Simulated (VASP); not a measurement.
# Ni (Fm-3m) in VASP: notebook, part 2 of 2

VASP 6.6.1. The steps go on from the part before.

### Step 4. Single point, PBE, collinear spin, ferromagnetic start

Input file INCAR:

```
SYSTEM = Ni
ALGO = Normal
EDIFF = 1E-6
ENCUT = 520
GGA = PE
ISIF = 2
ISMEAR = -1
ISPIN = 2
LASPH = .TRUE.
LCHARG = .TRUE.
LELF = .TRUE.
LMAXMIX = 4
LORBIT = 11
LREAL = .FALSE.
LVHAR = .TRUE.
LWAVE = .FALSE.
MAGMOM = 1.44
NBANDS = 15
NELM = 150
NUPDOWN = 1.44
PREC = Accurate
SIGMA = 0.1
```

Input file KPOINTS:

```
k-points
0
G
  15 15 15
  0 0 0
```

Input file POSCAR:

```
Ni
1.0
    0.0000000000      1.7651000000      1.7651000000
    1.7651000000      0.0000000000      1.7651000000
    1.7651000000      1.7651000000      0.0000000000
Ni
1
Direct
    0.0000000000      0.0000000000      0.0000000000
```

Potentials or basis: VASP PAW PBE potentials, release 64 (Ni).

Launch:

```
> cat potpaw_PBE.64/Ni/POTCAR > POTCAR
> mpirun -np 1 vasp_std > vasp.out
```

OUTCAR:

```text
SYSTEM = Ni
   EDIFF = 1E-6
   ENCUT = 520
   GGA = PE
   ISIF = 2
   ISMEAR = -1
   ISPIN = 2
   LASPH = .TRUE.
   LORBIT = 11
   LREAL = .FALSE.
   NELM = 150
   NUPDOWN = 1.44
   PREC = Accurate

 ion  position               nearest neighbor table
   1  0.000  0.000  0.000-

  LATTYP: Found a face centered cubic cell.
 ALAT       =     3.5302000000

  Lattice vectors:

 A1 = (   0.0000000000,   1.7651000000,   1.7651000000)
 A2 = (   1.7651000000,   0.0000000000,   1.7651000000)
 A3 = (   1.7651000000,   1.7651000000,   0.0000000000)

Analysis of symmetry for initial positions (statically):
=====================================================================
 Subroutine PRICEL returns:
 Original cell was already a primitive cell.

 Routine SETGRP: Setting up the symmetry group for a
 face centered cubic supercell.

 Subroutine GETGRP returns: Found 48 space group operations
 (whereof 48 operations were pure point group operations)
 out of a pool of 48 trial point group operations.

The static configuration has the point symmetry O_h .

Analysis of symmetry for dynamics (positions and initial velocities):
=====================================================================
 Subroutine PRICEL returns:
 Original cell was already a primitive cell.

 Routine SETGRP: Setting up the symmetry group for a
 face centered cubic supercell.

 Subroutine GETGRP returns: Found 48 space group operations
 (whereof 48 operations were pure point group operations)
 out of a pool of 48 trial point group operations.

The dynamic configuration has the point symmetry O_h .

Analysis of structural, dynamic, and magnetic symmetry:
=====================================================================
 Subroutine PRICEL returns:
 Original cell was already a primitive cell.

 Routine SETGRP: Setting up the symmetry group for a
 face centered cubic supercell.

[... 159 lines left out ...]
  band No.  band energies     occupation
      1       0.0648      1.00000
      2       6.0885      1.00000
      3       6.0885      1.00000
      4       6.0885      1.00000
      5       7.1750      1.00000
      6       7.1750      1.00000
      7      32.6540      0.00000
      8      36.3983      0.00000
      9      36.3983      0.00000
     10      36.3983      0.00000
     11      39.1865      0.00000
     12      39.1865      0.00000
     13      39.1865      0.00000
     14      42.3269      0.00000
[... 403 lines left out ...]
      4       6.4513      1.00000
      5       6.8660      1.00000
      6       7.3400      1.00000
      7      28.4655      0.00000
      8      31.0226      0.00000
      9      31.5399      0.00000
     10      33.8137      0.00000
     11      38.0310      0.00000
     12      42.6613      0.00000
     13      44.4244      0.00000
     14      45.0072      0.00000
     15      49.6238      0.00000

 [... further k-points ...]

 spin component 2

 k-point     1 :       0.0000    0.0000    0.0000
  band No.  band energies     occupation
      1       0.4646      1.00000
      2       7.4925      1.00000
      3       7.4925      1.00000
      4       7.4925      1.00000
      5       8.4768      0.96639
      6       8.4768      0.96638
      7      32.9376      0.00000
      8      36.8303      0.00000
      9      36.8303      0.00000
     10      36.8303      0.00000
     11      39.7684      0.00000
     12      39.7684      0.00000
     13      39.7684      0.00000
     14      42.7055      0.00000
[... 403 lines left out ...]
      4       7.8686      0.99992
      5       8.1559      0.99860
      6       8.6584      0.82394
      7      29.0133      0.00000
      8      31.5655      0.00000
      9      31.9881      0.00000
     10      34.2586      0.00000
     11      38.6805      0.00000
     12      43.1011      0.00000
     13      44.8086      0.00000
     14      45.4086      0.00000
     15      50.2316      0.00000

 [... further k-points ...]

------------------------ aborting loop because EDIFF is reached ----------------------------------------

  FORCE on cell =-STRESS in cart. coord.  units (eV):
  Direction    XX          YY          ZZ          XY          YZ          ZX
  --------------------------------------------------------------------------------------
  -------------------------------------------------------------------------------------
  Total        0.5942648      0.5942648      0.5942648     -0.0000000     -0.0000000     -0.0000000
  in kB       86.5670529     86.5670529     86.5670529     -0.0000000     -0.0000000     -0.0000000
  external PRESSURE =      86.5670529 kB  Pullay stress =       0.0000000 kB

 VOLUME and BASIS-vectors are now :
 -----------------------------------------------------------------------------
  energy-cutoff  :      520.00
  volume of cell :       11.00
      direct lattice vectors                 reciprocal lattice vectors
     0.000000000  1.765100000  1.765100000    -0.283270070  0.283270070  0.283270070
     1.765100000  0.000000000  1.765100000     0.283270070 -0.283270070  0.283270070
     1.765100000  1.765100000  0.000000000     0.283270070  0.283270070 -0.283270070

 POSITION                                       TOTAL-FORCE (eV/Angst)
 -----------------------------------------------------------------------------------
      0.00000      0.00000      0.00000         0.000000     -0.000000     -0.000000
 -----------------------------------------------------------------------------------
    total drift:                                0.000000      0.000000      0.000000

  FREE ENERGIE OF THE ION-ELECTRON SYSTEM (eV)
  ---------------------------------------------------
  free  energy   TOTEN  =        -4.9687359088 eV

  energy  without entropy=       -4.9225923827  energy(sigma->0) =       -4.94566415

 total charge

# of ion       s       p       d       tot
------------------------------------------
    1        0.521   0.566   8.169   9.256

 magnetization (x)

# of ion       s       p       d       tot
------------------------------------------
    1        0.035   0.091   1.261   1.387
```

OSZICAR:

```text
N       E                     dE             d eps       ncg     rms          rms(c)
DAV:   1     0.337367477148E+02    0.33737E+02   -0.41935E+03  7677   0.853E+02
DAV:   2    -0.483862122450E+01   -0.38575E+02   -0.35487E+02  8089   0.164E+02
DAV:   3    -0.627136660133E+01   -0.14327E+01   -0.14257E+01  8873   0.309E+01
DAV:   4    -0.627996857417E+01   -0.86020E-02   -0.86006E-02  8610   0.226E+00
DAV:   5    -0.628007580151E+01   -0.10723E-03   -0.10722E-03  9119   0.228E-01    0.112E+01
DAV:   6    -0.520383815697E+01    0.10762E+01   -0.13145E+01 10413   0.442E+01    0.661E+00
DAV:   7    -0.498867245728E+01    0.21517E+00   -0.12991E+00  9235   0.134E+01    0.276E+00
DAV:   8    -0.497547190786E+01    0.13201E-01   -0.10601E-02  8903   0.739E-01    0.151E+00
DAV:   9    -0.496939861444E+01    0.60733E-02   -0.30470E-03 11130   0.430E-01    0.281E-01
DAV:  10    -0.496875095167E+01    0.64766E-03   -0.14701E-03 11636   0.282E-01    0.267E-02
DAV:  11    -0.496873492851E+01    0.16023E-04   -0.33611E-05 10383   0.372E-02    0.351E-02
DAV:  12    -0.496873662625E+01   -0.16977E-05   -0.20960E-06  8947   0.129E-02    0.752E-03
DAV:  13    -0.496873590877E+01    0.71747E-06   -0.64804E-07  6395   0.785E-03
   1 F= -.49687359E+01 E0= -.49456641E+01  d E =-.461435E-01  mag=     1.4400
```

stdout:

```text
POSCAR found type information on POSCAR Ni
 POSCAR found :  1 types and       1 ions
 scaLAPACK will be used
 LDA part: xc-table for (Slater+PW92), standard interpolation
 POSCAR, INCAR and KPOINTS ok, starting setup
 FFT: planning ... GRIDC
 FFT: planning ... GRID_SOFT
 FFT: planning ... GRID
 WAVECAR not read
 entering main loop
```

It took 42 s on 1 thread of Intel Xeon Platinum 8259CL at 2.50GHz (Skylake/Cascade Lake), shared host; peak memory 0.15 GiB.

What came out:

- Free energy: -4.9687 eV
- Pressure: 8.7 GPa
- Net moment: 1.44 μB per cell
- Site moments: Ni +1.39 μB
- Valence electrons inside the program's atomic spheres: Ni 9.26

Caveat: the total moment is fixed, so each spin has its own Fermi level.

### Step 5. Single point, PBE, collinear spin, ferromagnetic start

Input file INCAR:

```
SYSTEM = Ni
  PREC = Accurate
  ENCUT = 520
  EDIFF = 1E-6
  ISMEAR = -1
  SIGMA = 0.1
  LREAL = .FALSE.
  LASPH = .TRUE.
  NELM = 150
  ALGO = Normal
  ISIF = 2
  LWAVE = .FALSE.
  LCHARG = .TRUE.
  ISPIN = 2
  MAGMOM = 1.92
  LORBIT = 11
  NUPDOWN = 1.92
  LMAXMIX = 4
  GGA = PE
  LELF = .TRUE.
  LVHAR = .TRUE.
  NBANDS = 15
```

Input file KPOINTS:

```
regular mesh
0
G
  15 15 15
  0 0 0
```

POSCAR is that of step 4.

Potentials or basis: VASP PAW PBE potentials, release 64 (Ni).

Launch:

```
> cat potpaw_PBE.64/Ni/POTCAR > POTCAR
> mpirun -np 1 vasp_std > vasp.out
```

OUTCAR:

```text
SYSTEM = Ni
   PREC = Accurate
   ENCUT = 520
   EDIFF = 1E-6
   ISMEAR = -1
   LREAL = .FALSE.
   LASPH = .TRUE.
   NELM = 150
   ISIF = 2
   ISPIN = 2
   LORBIT = 11
   NUPDOWN = 1.92
   GGA = PE

 ion  position               nearest neighbor table
   1  0.000  0.000  0.000-

  LATTYP: Found a face centered cubic cell.
 ALAT       =     3.5302000000

  Lattice vectors:

 A1 = (   0.0000000000,   1.7651000000,   1.7651000000)
 A2 = (   1.7651000000,   0.0000000000,   1.7651000000)
[... 1071 lines left out ...]
  -------------------------------------------------------------------------------------
  Total        1.4600742      1.4600742      1.4600742     -0.0000000      0.0000000     -0.0000000
  in kB      212.6902480    212.6902480    212.6902480     -0.0000000      0.0000000     -0.0000000
  external PRESSURE =     212.6902480 kB  Pullay stress =       0.0000000 kB

 VOLUME and BASIS-vectors are now :
 -----------------------------------------------------------------------------
  energy-cutoff  :      520.00
  volume of cell :       11.00
      direct lattice vectors                 reciprocal lattice vectors
     0.000000000  1.765100000  1.765100000    -0.283270070  0.283270070  0.283270070
     1.765100000  0.000000000  1.765100000     0.283270070 -0.283270070  0.283270070
     1.765100000  1.765100000  0.000000000     0.283270070  0.283270070 -0.283270070

 POSITION                                       TOTAL-FORCE (eV/Angst)
 -----------------------------------------------------------------------------------
      0.00000      0.00000      0.00000         0.000000      0.000000      0.000000
 -----------------------------------------------------------------------------------
    total drift:                                0.000000      0.000000      0.000000

  FREE ENERGIE OF THE ION-ELECTRON SYSTEM (eV)
  ---------------------------------------------------
  free  energy   TOTEN  =        -3.9888252496 eV

  energy  without entropy=       -3.9418212029  energy(sigma->0) =       -3.96532323

 total charge

# of ion       s       p       d       tot
------------------------------------------
    1        0.530   0.642   8.056   9.228

 magnetization (x)

# of ion       s       p       d       tot
------------------------------------------
    1        0.062   0.213   1.527   1.803
```

It took 39 s on 1 thread of Intel Xeon Platinum 8259CL at 2.50GHz (Skylake/Cascade Lake), shared host; peak memory 0.15 GiB.

Results:

| Item | Value |
| --- | --- |
| Free energy | -3.9888 eV |
| Pressure | 21.3 GPa |
| Net moment | 1.92 μB per cell |
| Site moments | Ni +1.80 μB |
| Valence electrons inside the program's atomic spheres | Ni 9.23 |

Caveat: the total moment is fixed, so each spin has its own Fermi level.

### Step 6. Overview

```tsv
fixed moment (μB)	pressure (GPa)	moment (μB)
0.48	-2.0	0.48
0.96	1.2	0.96
1.44	8.7	1.44
1.92	21.3	1.92
```

Alike in all rows: task single point; level PBE; potentials or basis VASP PAW PBE potentials, release 64 (Ni); spin collinear, ferromagnetic start; cell as given; k mesh 15 × 15 × 15; cutoff (eV) 520; smearing fermi-dirac 0.1 eV.

Caveats: the total moment is fixed, so each spin has its own Fermi level.

Absolute energies hang on the potentials; compare differences alone.
